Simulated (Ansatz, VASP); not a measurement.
**Ga3As4Se: VASP beside Ansatz**

```
Ga As Se
1.0
     5.26944    0.00000    0.00000
     0.00000    5.26944    0.00000
     0.00000    0.00000    5.94521
Ga As Se
3 4 1
Direct
  0.00000 0.50000 0.00000
  0.50000 0.00000 0.00000
  0.50000 0.50000 0.50000
  0.00000 0.00000 0.28235
  0.00000 0.00000 0.71765
  0.00000 0.50000 0.50000
  0.50000 0.00000 0.50000
  0.50000 0.50000 0.00000
```

Alike in both runs: functional PBE; k mesh 3 × 3 × 3; occupations gaussian, width 0.2 eV; no spin polarisation.

Ansatz relaxed the structure, and its values are those at the end. VASP's run is a single point on that final structure, the one shown.

```csv
,VASP,Ansatz
version,VASP 6.6.1,Ansatz 0.2.0
potentials or method,"VASP PAW PBE potentials, release 64 (Ga_d, As, Se), cutoff 520 eV","scalar-relativistic, plane waves, PAW"
valence electrons in the cell,65,115
```

```tsv
	VASP	Ansatz	Ansatz less VASP
gap on the k mesh at the Fermi level (eV)	none	none	-
pressure (GPa)	0.3	0.1	-0.13
rms of the force components (eV/Å)	0.001	0.008	+0.0065
```

A gap of «none» marks a metal or a gap that the smearing closes. VASP's potentials hold 65 valence electrons a cell and Ansatz's 115, so a difference there can come from the potentials and not from the codes.

The k mesh is coarse, so the values compare programs but aren't converged.
